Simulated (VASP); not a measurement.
HC4: single point with PBE+D3(BJ)

System: HC4, a slab with vacuum.

```
C H
1.0
     4.93130    0.00000    0.00000
    -2.46565    4.27064    0.00000
     0.00000    0.00000   18.00003
C H
8 2
Cartesian
  1.2328 0.7118 4.0000
  0.0000 2.8471 4.0000
  3.6985 0.7118 4.0000
  2.4657 2.8471 4.0000
  0.0000 1.4235 4.0000
  -1.2328 3.5589 4.0000
  2.4657 1.4235 4.0000
  1.2328 3.5589 4.0000
  0.8578 0.7118 7.6000
  1.6078 0.7118 7.6000
```

```
Program                : VASP 6.6.1
Task                   : single point
Functional             : PBE
Dispersion             : D3(BJ)
Potentials or basis    : VASP PAW PBE potentials, release 64 (C, H)
Cutoff                 : 520 eV
k mesh                 : 6 × 6 × 1
Occupations            : gaussian, width 0.1 eV
Spin                   : no spin polarisation
Dipole correction      : yes
Further INCAR settings : ALGO = Normal; EDIFF = 1e-07; NBANDS = 28
```

```yaml
Largest_force: 0.025 eV/Å
Band_gap_on_the_k_mesh: zero (filled and empty bands touch)
Dispersion_energy_per_atom: -0.075 eV
```

Forces in eV/Å, atoms in the order of the input:
```
C    0.000 -0.001 -0.002
C   -0.002  0.000  0.005
C    0.000  0.001  0.006
C    0.002  0.000  0.005
C    0.007 -0.002  0.005
C    0.000  0.005  0.003
C   -0.007 -0.002  0.005
C    0.000 -0.002  0.007
H   -0.019  0.000 -0.017
H    0.019  0.000 -0.017
```

Levels at points of the mesh, in eV from the Fermi level:
| k point | band 15 | band 16 | band 17 | band 18 | band 19 | band 20 |
| --- | --- | --- | --- | --- | --- | --- |
| (0.00, 0.00, 0.00) | -2.36 | -2.36 | -2.36 | 1.67 | 1.68 | 1.68 |
| (0.50, 0.00, 0.00) | -5.05 | -2.74 | -2.74 | 2.82 | 2.82 | 3.75 |
| (0.00, 0.50, 0.00) | -5.06 | -2.74 | -2.74 | 2.82 | 2.82 | 4.39 |

It took 9.1 min on 1 thread of Intel Xeon 8259CL, on a shared host, peak memory 0.53 GiB.
